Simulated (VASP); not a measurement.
Crystal: BiTe.

```
Bi Te
1.0
     4.14976    0.00000    0.00000
    -2.07488    3.59380    0.00000
     0.00000    0.00000    4.44051
Bi Te
1 1
Direct
  0.00000 0.00000 0.00000
  0.66667 0.33333 0.50000
```

Base run:

| Property | Result |
| --- | --- |
| Program | VASP 6.6.1 |
| Functional | PBE |
| Potentials or basis | VASP PAW PBE potentials, release 64 (Bi_d, Te) |
| Cutoff | 500 eV |
| k mesh | 10 × 10 × 8 |
| Occupations | gaussian, width 0.05 eV |
| Spin | no spin polarisation |

Its results: pressure 0.0 GPa.

Question: The run is repeated on the same cell with these changes: functional from PBE to LDA; potentials or basis from VASP PAW PBE potentials, release 64 (Bi_d, Te) to VASP PAW LDA potentials, release 64 (Bi_d, Te). What comes out?

Answer: Pressure -3.6 GPa.
